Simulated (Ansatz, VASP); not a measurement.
## One calculation of Rb3Pt, two programs

```
Rb Pt
1.0
     5.49879    0.00000    0.00000
     0.00000    5.49879    0.00000
     0.00000    0.00000    5.49879
Rb Pt
3 1
Cartesian
  0.0000 0.0000 2.7494
  0.0000 2.7494 0.0000
  2.7494 0.0000 0.0000
  2.7494 2.7494 2.7494
```

Alike in both runs: task single point; functional PBEsol; k mesh 4 × 4 × 4; occupations methfessel-paxton of order 1, width 0.01 eV; no spin polarisation.

|  | VASP | Ansatz |
| --- | --- | --- |
| version | VASP 6.6.1 | Ansatz 0.2.0 |
| potentials or method | VASP PAW PBE potentials, release 64 (Rb_sv, Pt) | plane waves, PAW |
| plane-wave cutoff (eV) | 520 | 420 |
| valence electrons in the cell | 37 | 45 |

|  | VASP | Ansatz | Ansatz less VASP |
| --- | --- | --- | --- |
| gap on the k mesh at the Fermi level (eV) | none | none | - |
| pressure (GPa) | -1.1 | -1.1 | -0.01 |

VASP's potentials were made for PBE, not for PBEsol. A gap of «none» marks a metal or a gap that the smearing closes. VASP's potentials hold 37 valence electrons a cell and Ansatz's 45, so a difference there can come from the potentials and not from the codes.

Spin-orbit coupling is off throughout.
